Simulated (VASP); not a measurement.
# SiNi (P2_13) in VASP: single point with r2SCAN

Aim: the single point of SiNi with r2SCAN.

Program: VASP 6.6.1. These are calculated values, not measurements. Logs are shortened: lines on timing, memory, paths and dates and some standing lists are left out, and cuts for length are marked.

**1. The cell of the first run**

Symmetry: P2_13, No. 198, cubic system. The conventional cell has a = 4.465 Å, b = 4.465 Å, c = 4.465 Å, α = 90.00°, β = 90.00°, γ = 90.00°. Within 3.1 Å of Si (site symmetry 3) lie 7 Ni at 2.33 to 2.42 Å and 6 Si at 2.76 Å. Ni (site symmetry 3) has 7 Si at 2.33 to 2.42 Å and 6 Ni at 2.75 Å within 3.1 Å.

**2. Single point, r2SCAN**

Contents of POSCAR:

```
SiNi
1.0
    4.4650124459      0.0000000000      0.0000000000
    0.0000000000      4.4650124459      0.0000000000
    0.0000000000      0.0000000000      4.4650124459
Si Ni
4 4
Direct
    0.6530434148      0.1530434148      0.3469565852
    0.1530434148      0.3469565852      0.6530434148
    0.3469565852      0.6530434148      0.1530434148
    0.8469565852      0.8469565852      0.8469565852
    0.3512650232      0.8512650232      0.6487349768
    0.8512650232      0.6487349768      0.3512650232
    0.6487349768      0.3512650232      0.8512650232
    0.1487349768      0.1487349768      0.1487349768
```

Contents of INCAR.step1:

```
SYSTEM = SiNi
PREC = Accurate
ENCUT = 520
ISMEAR = 0
SIGMA = 0.1
LREAL = .FALSE.
LASPH = .TRUE.
NELM = 80
NBANDS = 38
GGA = PE
ALGO = Normal
EDIFF = 1E-4
LWAVE = .TRUE.
LCHARG = .FALSE.
```

Contents of INCAR.step2:

```
SYSTEM = SiNi
PREC = Accurate
ENCUT = 520
EDIFF = 1E-6
ISMEAR = 0
SIGMA = 0.1
LREAL = .FALSE.
LASPH = .TRUE.
NELM = 80
ALGO = Normal
ISIF = 2
LWAVE = .FALSE.
LCHARG = .TRUE.
METAGGA = R2SCAN
LMIXTAU = .TRUE.
LELF = .TRUE.
LVHAR = .TRUE.
NBANDS = 38
ISTART = 1
```

Contents of KPOINTS:

```
regular mesh
0
G
  8 8 8
  0 0 0
```

Potentials or basis: VASP PAW PBE potentials, release 64 (Si, Ni).

Started as:

```bash
$ cat potpaw_PBE.64/Si/POTCAR potpaw_PBE.64/Ni/POTCAR > POTCAR
$ cp INCAR.step1 INCAR
$ mpirun -np 1 vasp_std > vasp.out
$ cp INCAR.step2 INCAR
$ mpirun -np 1 vasp_std > vasp.out
```

OUTCAR:

```text
SYSTEM = SiNi
   PREC = Accurate
   ENCUT = 520
   EDIFF = 1E-6
   ISMEAR = 0
   LREAL = .FALSE.
   LASPH = .TRUE.
   NELM = 80
   ISIF = 2
   METAGGA = R2SCAN
   ISTART = 1

 ion  position               nearest neighbor table
   1  0.653  0.153  0.347-   5 2.33   6 2.38   7 2.38   8 2.38   7 2.42   6 2.42   8 2.42   2 2.76
                             4 2.76   3 2.76   3 2.76   2 2.76   4 2.76
   2  0.153  0.347  0.653-   6 2.33   5 2.38   7 2.38   8 2.38   5 2.42   8 2.42   7 2.42   1 2.76
                             3 2.76   3 2.76   4 2.76   1 2.76   4 2.76
   3  0.347  0.653  0.153-   7 2.33   6 2.38   5 2.38   8 2.38   6 2.42   5 2.42   8 2.42   1 2.76
                             2 2.76   2 2.76   1 2.76   4 2.76   4 2.76
   4  0.847  0.847  0.847-   8 2.33   6 2.38   7 2.38   5 2.38   7 2.42   6 2.42   5 2.42   2 2.76
                             3 2.76   1 2.76   1 2.76   2 2.76   3 2.76
   5  0.351  0.851  0.649-   1 2.33   2 2.38   3 2.38   4 2.38   3 2.42   2 2.42   4 2.42   8 2.75
                             8 2.75   6 2.75   7 2.75   7 2.75   6 2.75
   6  0.851  0.649  0.351-   2 2.33   1 2.38   3 2.38   4 2.38   1 2.42   4 2.42   3 2.42   8 2.75
                             5 2.75   7 2.75   8 2.75   7 2.75   5 2.75
   7  0.649  0.351  0.851-   3 2.33   2 2.38   1 2.38   4 2.38   2 2.42   1 2.42   4 2.42   8 2.75
                             5 2.75   6 2.75   6 2.75   5 2.75   8 2.75
   8  0.149  0.149  0.149-   4 2.33   2 2.38   3 2.38   1 2.38   3 2.42   2 2.42   1 2.42   5 2.75
                             6 2.75   7 2.75   5 2.75   6 2.75   7 2.75

  LATTYP: Found a simple cubic cell.
 ALAT       =     4.4650124459

  Lattice vectors:

 A1 = (   4.4650124459,   0.0000000000,   0.0000000000)
 A2 = (   0.0000000000,   4.4650124459,   0.0000000000)
 A3 = (   0.0000000000,   0.0000000000,   4.4650124459)

Analysis of symmetry for initial positions (statically):
=====================================================================
 Subroutine PRICEL returns:
 Original cell was already a primitive cell.

 Routine SETGRP: Setting up the symmetry group for a
 simple cubic supercell.

 Subroutine GETGRP returns: Found 12 space group operations
 (whereof  3 operations were pure point group operations)
 out of a pool of 48 trial point group operations.

The static configuration has the point symmetry C_3 .
 The point group associated with its full space group is T   .

Analysis of symmetry for dynamics (positions and initial velocities):
=====================================================================
 Subroutine PRICEL returns:
 Original cell was already a primitive cell.

 Routine SETGRP: Setting up the symmetry group for a
 simple cubic supercell.

 Subroutine GETGRP returns: Found 12 space group operations
 (whereof  3 operations were pure point group operations)
 out of a pool of 48 trial point group operations.

The dynamic configuration has the point symmetry C_3 .
 The point group associated with its full space group is T   .

 Subroutine INISYM returns: Found 12 space group operations
 (whereof  3 operations are pure point group operations),
 and found     1 'primitive' translations

----------------------------------------------------------------------------------------

                                     Primitive cell

  volume of cell :      89.0160

  direct lattice vectors                    reciprocal lattice vectors
     4.465012446  0.000000000  0.000000000     0.223963541  0.000000000  0.000000000
     0.000000000  4.465012446  0.000000000     0.000000000  0.223963541  0.000000000
     0.000000000  0.000000000  4.465012446     0.000000000  0.000000000  0.223963541

  length of vectors
     4.465012446  4.465012446  4.465012446     0.223963541  0.223963541  0.223963541

  position of ions in fractional coordinates (direct lattice)
     0.653043415  0.153043415  0.346956585
     0.153043415  0.346956585  0.653043415
     0.346956585  0.653043415  0.153043415
     0.846956585  0.846956585  0.846956585
     0.351265023  0.851265023  0.648734977
     0.851265023  0.648734977  0.351265023
     0.648734977  0.351265023  0.851265023
     0.148734977  0.148734977  0.148734977

  ion indices of the primitive-cell ions
   primitive index   ion index
                 1           1
                 2           2
                 3           3
                 4           4
                 5           5
                 6           6
                 7           7
                 8           8

----------------------------------------------------------------------------------------

 KPOINTS: regular mesh

Automatic generation of k-mesh.
 Grid dimensions read from file:
 generate k-points for:    8    8    8

 Generating k-lattice:

  Cartesian coordinates                     Fractional coordinates (reciprocal lattice)
     0.027995443  0.000000000  0.000000000     0.125000000  0.000000000  0.000000000
     0.000000000  0.027995443  0.000000000     0.000000000  0.125000000  0.000000000
     0.000000000  0.000000000  0.027995443     0.000000000  0.000000000  0.125000000

  Length of vectors
     0.027995443  0.027995443  0.027995443

  Shift w.r.t. Gamma in fractional coordinates (k-lattice)
     0.000000000  0.000000000  0.000000000

 Subroutine IBZKPT returns following result:
 ===========================================

 Found     45 irreducible k-points:

 Following reciprocal coordinates:
            Coordinates               Weight
  0.000000  0.000000  0.000000      1.000000
  0.125000  0.000000  0.000000      6.000000
  0.250000  0.000000  0.000000      6.000000
  0.375000  0.000000  0.000000      6.000000
  0.500000  0.000000  0.000000      3.000000
  0.125000  0.125000  0.000000     12.000000
[... 16 lines left out ...]
  0.250000  0.125000  0.125000     24.000000
  0.375000  0.125000  0.125000     24.000000
 [... further k-points ...]
   k-points           NKPTS =     45   k-points in BZ     NKDIM =     45   number of bands    NBANDS=     38
   number of dos      NEDOS =    301   number of ions     NIONS =      8
   total plane-waves  NPLWV =  46656
   dimension x,y,z NGX =    36 NGY =   36 NGZ =   36
   dimension x,y,z NGXF=    72 NGYF=   72 NGZF=   72
   ions per type =               4   4
   NGX,Y,Z   is equivalent  to a cutoff of  13.40, 13.40, 13.40 a.u.
   NGXF,Y,Z  is equivalent  to a cutoff of  26.81, 26.81, 26.81 a.u.
 SYSTEM =  SiNi
   PREC   = accura    normal or accurate (medium, high low for compatibility)
   ISTART =      1    job   : 0-new  1-cont  2-samecut
   ICHARG =      0    charge: 1-file 2-atom 10-const
   ISPIN  =      1    spin polarized calculation?
   LNONCOLLINEAR =      F non collinear calculations
   LSORBIT =      F    spin-orbit coupling
   LASPH  =      T    aspherical Exc in radial PAW
   ENCUT  =  520.0 eV  38.22 Ry    6.18 a.u.   8.30  8.30  8.30*2*pi/ulx,y,z
   NELM   =     80;   NELMIN=  2; NELMDL=  0     # of ELM steps
   EDIFF  = 0.1E-05   stopping-criterion for ELM
   LREAL  =      F    real-space projection
   EDIFFG = 0.1E-04   stopping-criterion for IOM
   NSW    =      0    number of steps for IOM
   IBRION =     -1    ionic relax: 0-MD 1-quasi-New 2-CG
   NFREE  =      0    steps in history (QN), initial steepest desc. (CG)
   ISIF   =      2    stress and relaxation
   ISYM   =      2    0-nonsym 1-usesym 2-fastsym
   POTIM  = 0.5000    time-step for ionic-motion
   TEBEG  =    0.0;   TEEND  =   0.0 temperature during run
   PSTRESS=    0.0 pullay stress
   NELECT =      56.0000    total number of electrons
   NUPDOWN=      -1.0000    fix difference up-down
   EMIN   =  10.00;   EMAX   =-10.00  energy-range for DOS
   EFERMI =   0.00;   METHOD = LEGACY
   ISMEAR =     0;   SIGMA  =   0.10  broadening in eV -4-tet -1-fermi 0-gaus
   EFERMI_NEDOS =   21; number of points for ismear=-14 and -15
   IALGO  =     38    algorithm
   IMIX   =      4    mixing-type and parameters
     AMIX     =   0.40;   BMIX     =  1.00
     AMIX_MAG =   1.60;   BMIX_MAG =  1.00
  volume/ion in A,a.u.               =      11.13        75.09
  Fermi-wavevector in a.u.,A,eV,Ry     =   1.402754  2.650821 26.772437  1.967719
  Thomas-Fermi vector in A             =   2.525484
   LORBIT       =      0    0 simple, 1 ext, 2 COOP (PROOUT), +10 PAW based schemes
   METAGGA = R2SCAN    functional components
   LHFCALC =     F    Hartree Fock is set to
   AEXX    =    0.0000 exact exchange contribution
   IVDW    =     0    specifies the selected vdW correction
   LEPSILON=     F    determine dielectric tensor
   LRPA    =     F    only Hartree local field effects (RPA)
 non-spin polarized calculation
 Gauss-broadening in eV      SIGMA  =   0.10
  energy-cutoff  :      520.00
  volume of cell :       89.02
 maximum number of plane-waves:      2440
 NGX is ok and might be reduce to    36
   NGX = 17   NGY = 17   NGZ = 17

 number of electron      56.0000020 magnetization

 Free energy of the ion-electron system (eV)
  ---------------------------------------------------
  ext. energy  EPLUGINS =         0.00000000
  ---------------------------------------------------
  free energy    TOTEN  =       -85.86437454 eV

  energy without entropy =      -85.85378713  energy(sigma->0) =      -85.85908084

 E-fermi :  12.3080     XC(G=0): -13.6997

 val. band max:       12.2758645282   @ k =  -0.1250   0.3750   0.0000
 cond. band min:      12.3443322422   @ k =   0.2500   0.2500   0.0000
 fundamental gap:      0.0684677140
 Fermi energy:        12.3079951520

 k-point     1 :       0.0000    0.0000    0.0000
  band No.  band energies     occupation
      1      -2.9337      2.00000
      2       2.8861      2.00000
      3       2.8861      2.00000
      4       2.8861      2.00000
      5       5.4973      2.00000
      6       5.4973      2.00000
[... 30 lines left out ...]
     37      17.1615      0.00000
     38      17.1615      0.00000

 k-point     2 :       0.1250    0.0000    0.0000
  band No.  band energies     occupation
      1      -2.8136      2.00000
      2       2.0299      2.00000
      3       2.9681      2.00000
      4       3.4790      2.00000
      5       5.0777      2.00000
      6       5.5644      2.00000
[... 30 lines left out ...]
     37      16.4663      0.00000
     38      17.6744      0.00000

 k-point     3 :       0.2500    0.0000    0.0000
  band No.  band energies     occupation
      1      -2.4562      2.00000
      2       0.9688      2.00000
      3       3.2076      2.00000
      4       3.9490      2.00000
      5       4.9395      2.00000
      6       5.7092      2.00000
[... 30 lines left out ...]
     37      17.0148      0.00000
     38      17.9989      0.00000

 k-point     4 :       0.3750    0.0000    0.0000
  band No.  band energies     occupation
      1      -1.8712      2.00000
      2      -0.1092      2.00000
      3       3.5805      2.00000
      4       4.2577      2.00000
      5       4.9492      2.00000
      6       5.6882      2.00000
[... 30 lines left out ...]
     37      16.9544      0.00000
     38      17.2850      0.00000
[... 703 lines left out ...]
      4       3.6653      2.00000
      5       5.1395      2.00000
      6       5.8334      2.00000
[... 30 lines left out ...]
     37      17.0148      0.00000
     38      17.0720      0.00000

 k-point    23 :       0.2500    0.1250    0.1250
  band No.  band energies     occupation
      1      -2.2205      2.00000
      2       1.0847      2.00000
      3       2.5063      2.00000
      4       3.7769      2.00000
      5       5.0614      2.00000
      6       5.6345      2.00000
[... 30 lines left out ...]
     37      17.4003      0.00000
     38      17.8730      0.00000

 k-point    24 :       0.3750    0.1250    0.1250
  band No.  band energies     occupation
      1      -1.6416      2.00000
      2       0.0843      2.00000
      3       2.9020      2.00000
      4       3.8986      2.00000
      5       4.6775      2.00000
      6       5.4330      2.00000
[... 30 lines left out ...]
     37      17.1903      0.00000
     38      18.3025      0.00000

 [... further k-points ...]

------------------------ aborting loop because EDIFF is reached ----------------------------------------

  FORCE on cell =-STRESS in cart. coord.  units (eV):
  Direction    XX          YY          ZZ          XY          YZ          ZX
  --------------------------------------------------------------------------------------
  -------------------------------------------------------------------------------------
  Total        0.0579033      0.0579033      0.0579033     -0.0000000     -0.0000000      0.0000000
  in kB        1.0421881      1.0421881      1.0421881     -0.0000000     -0.0000000      0.0000000
  external PRESSURE =       1.0421881 kB  Pullay stress =       0.0000000 kB

 VOLUME and BASIS-vectors are now :
 -----------------------------------------------------------------------------
  energy-cutoff  :      520.00
  volume of cell :       89.02
      direct lattice vectors                 reciprocal lattice vectors
     4.465012446  0.000000000  0.000000000     0.223963541  0.000000000  0.000000000
     0.000000000  4.465012446  0.000000000     0.000000000  0.223963541  0.000000000
     0.000000000  0.000000000  4.465012446     0.000000000  0.000000000  0.223963541

 POSITION                                       TOTAL-FORCE (eV/Angst)
 -----------------------------------------------------------------------------------
      2.91585      0.68334      1.54917         0.001775      0.001775     -0.001775
      0.68334      1.54917      2.91585         0.001775     -0.001775      0.001775
      1.54917      2.91585      0.68334        -0.001775      0.001775      0.001775
      3.78167      3.78167      3.78167        -0.001775     -0.001775     -0.001775
      1.56840      3.80091      2.89661        -0.000229     -0.000229      0.000229
      3.80091      2.89661      1.56840        -0.000229      0.000229     -0.000229
      2.89661      1.56840      3.80091         0.000229     -0.000229     -0.000229
      0.66410      0.66410      0.66410         0.000229      0.000229      0.000229
 -----------------------------------------------------------------------------------
    total drift:                                0.000001      0.000000     -0.000000

  FREE ENERGIE OF THE ION-ELECTRON SYSTEM (eV)
  ---------------------------------------------------
  free  energy   TOTEN  =       -85.8643745421 eV

  energy  without entropy=      -85.8537871343  energy(sigma->0) =      -85.85908084
```

Run time: 7.5 min. Hardware: 1 thread of Intel Xeon Platinum 8375C at 2.90GHz (Ice Lake), shared host; peak memory 0.28 GiB.

Results:

- Free energy: -85.8644 eV
- Pressure: 0.1 GPa
- Largest force: 0.003 eV/Å
- Band gap on the k mesh: zero (bands 28 and 29 overlap by 1.34 eV)

Forces on the atoms (eV/Å):
```
Si   0.002  0.002 -0.002
Si   0.002 -0.002  0.002
Si  -0.002  0.002  0.002
Si  -0.002 -0.002 -0.002
Ni   0.000  0.000  0.000
Ni   0.000  0.000  0.000
Ni   0.000  0.000  0.000
Ni   0.000  0.000  0.000
```

Caveat: the PAW data sets were made with another functional, which shifts forces and pressure a little.

The gap in the log of VASP goes by the Fermi energy; the results here count the filled bands.